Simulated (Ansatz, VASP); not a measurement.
**Two plane-wave programs on Zn**

The input INCAR:

```
PREC = Accurate
ENCUT = 520
EDIFF = 1E-8
ISMEAR = -1
SIGMA = 0.05
LREAL = False
LASPH = True
NELM = 80
ALGO = Normal
ISIF = 2
LWAVE = False
LCHARG = False
GGA = PE
LEFG = True
NBANDS = 19
```

Contents of KPOINTS:

```
regular mesh
0
Gamma
  13 13 6
```

File POSCAR:

```
Zn
1.0
    2.6700000000      0.0000000000      0.0000000000
   -1.3350000000      2.3122878281      0.0000000000
    0.0000000000      0.0000000000      4.9660000000
Zn
2
Direct
    0.2733333333      0.6366666667      0.2050000000
    0.7266666667      0.3633333333      0.7950000000
```

Input for Ansatz:

```yaml
crystal:
  lattice:
    - [2.67, 0.0, 0.0]
    - [-1.335, 2.3122878281, 0.0]
    - [0.0, 0.0, 4.966]
  atoms:
    - { symbol: Zn, position: [0.2733333333, 0.6366666667, 0.205] }
    - { symbol: Zn, position: [0.7266666667, 0.3633333333, 0.795] }
kpoints:
  mp_grid: { grid: [13, 13, 6] }
scf:
  occupations: { method: fermi_dirac, width: 0.05 }
hamiltonian:
  xc: pbe
  pseudopotentials: { kind: paw }
output:
  forces: true
  stress: true
  eigenvalues: true
  efg: { contact_densities: true }
  populations: true
```

Change from the starting cell: shortest bond scaled by 0.82, PAW files.

Alike in both runs: task electric field gradients; functional PBE; k mesh 13 × 13 × 6; occupations fermi-dirac, width 0.05 eV; no spin polarisation.

```csv
,VASP,Ansatz
version,VASP 6.6.1,Ansatz 0.2.0
potentials or method,"VASP PAW PBE potentials, release 64 (Zn)","PAW with Ansatz's default frozen-core files, scalar-relativistic"
plane-wave cutoff (eV),520,420
valence electrons in the cell,24,24
```

```tsv
	VASP	Ansatz	Ansatz less VASP
pressure (GPa)	5.9	5.5	-0.42
traceless stress, the component that is largest in VASP (GPa)	5.46	5.51	+0.051
rms of the force components (eV/Å)	0.926	0.910	-0.0161
size of Vzz on the site where it differs most (V/Å²)	27.6	29.3	+1.70
```

Atom by atom the forces differ by 0.016 eV/Å (rms over components).
